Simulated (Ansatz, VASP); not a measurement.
Two plane-wave programs on W

Contents of INCAR:

```
SYSTEM = W
PREC = Accurate
ENCUT = 520
EDIFF = 1E-6
ISMEAR = -1
SIGMA = 0.1
LREAL = .FALSE.
LASPH = .TRUE.
NELM = 80
ALGO = Normal
ISIF = 2
LWAVE = .FALSE.
LCHARG = .FALSE.
GGA = RP
NBANDS = 36
```

Contents of KPOINTS:

```
Automatic mesh
0
G
  15 15 4
  0 0 0
```

The input POSCAR:

```
W
1.0
    2.8694953476      0.0000000000      0.0000000000
   -1.4347476738      2.4850558671      0.0000000000
    0.0000000000      0.0000000000     10.1247580602
W
4
Direct
    1.0000000000      1.0000000000      1.0000000000
    1.0000000000      1.0000000000      0.5000000000
    0.3333333333      0.6666666667      0.2500000000
    0.6666666667      0.3333333333      0.7500000000
```

Input for Ansatz:

```yaml
crystal:
  lattice:
    - [2.8694953476, 0.0, 0.0]
    - [-1.4347476738, 2.4850558671, 0.0]
    - [0.0, 0.0, 10.1247580602]
  atoms:
    - { symbol: W, position: [1.0, 1.0, 1.0] }
    - { symbol: W, position: [1.0, 1.0, 0.5] }
    - { symbol: W, position: [0.3333333333, 0.6666666667, 0.25] }
    - { symbol: W, position: [0.6666666667, 0.3333333333, 0.75] }
hamiltonian:
  xc: rpbe
  pseudopotentials:
    kind: paw
    azcp:
      W: "pseudopotentials/W.paw.azcp"
basis:
  ecutwfc: 420
  fft_grid_basis: typed
kpoints:
  mp_grid: { grid: [15, 15, 4], shift: [0, 0, 0] }
magnetization:
  spin_polarized: false
scf:
  occupations: { method: fermi_dirac, width: 0.1 }
  lower_state_search: "off"
output:
  stress: true
```

Alike in both runs: task single point; functional RPBE; k mesh 15 × 15 × 4; occupations fermi-dirac, width 0.1 eV; no spin polarisation.

```csv
,VASP,Ansatz
version,VASP 6.6.1,Ansatz 0.2.0
potentials or method,"VASP PAW PBE potentials, release 64 (W_sv), cutoff 520 eV","plane waves (420 eV) with PAW, scalar-relativistic"
valence electrons in the cell,56,56
```

```csv
,VASP,Ansatz,Ansatz less VASP
pressure (GPa),-17.7,-17.9,-0.23
"traceless stress, the component that is largest in VASP (GPa)",1.80,1.86,+0.063
```

VASP's potentials were made for PBE, not for RPBE.

Spin-orbit coupling is off throughout.
